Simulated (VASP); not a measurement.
Set up this calculation in VASP 6.6.1, as the native input.

* Task: single point
* Functional: PBE
* Potentials or basis: VASP PAW PBE potentials, release 64 (Mn_pv)
* Cutoff: 500 eV
* k mesh: 14 × 14 × 10
* Occupations: fermi-dirac, width 0.1 eV
* Spin: no spin polarisation
* Dipole correction: no
* Further INCAR settings: ALGO = Normal; EDIFF = 1e-06; NBANDS = 20; ISYM = 0

The structure of Mn lies in POSCAR:

```
Mn
1.0
   -1.6695741103      1.3724380769      1.2239555768
    1.3724380769     -1.6695741103      1.2239555768
    3.0937622839      3.0937622839     -1.7681607662
Mn
2
Direct
    0.9583538680      0.0416461320      0.0000000000
    0.7916461320      0.2083538680      0.5000000000
```

This isn't the form of Mn at room conditions, which is a 58-atom cubic cell.

One way to write it, as run:

INCAR

```
SYSTEM = Mn
PREC = Accurate
ENCUT = 500
EDIFF = 1E-6
ISMEAR = -1
SIGMA = 0.1
LREAL = .False.
LASPH = .True.
NELM = 120
ALGO = Normal
ISIF = 2
LWAVE = .False.
LCHARG = .True.
GGA = PE
LELF = .True.
LVHAR = .True.
ISYM = 0
NBANDS = 20
GGA_COMPAT = .False.
```

KPOINTS

```
regular mesh
0
Gamma
  14 14 10
  0 0 0
```

Potentials or basis: VASP PAW PBE potentials, release 64 (Mn_pv).

Command:

```bash
$ cat potpaw_PBE.64/Mn_pv/POTCAR > POTCAR
$ mpirun -np 1 vasp_std > vasp.out
```

Results of the run:

The pressure is -0.2 GPa. The band gap on the k mesh is zero (bands 13 and 14 overlap by 2.17 eV).

Caveat: the run has no spin polarisation, though such a crystal can be magnetic.

Wall time 4.2 min on 1 thread of Oxide Virtual Turin-like Processor, with other jobs on the host, peak memory 0.37 GiB.
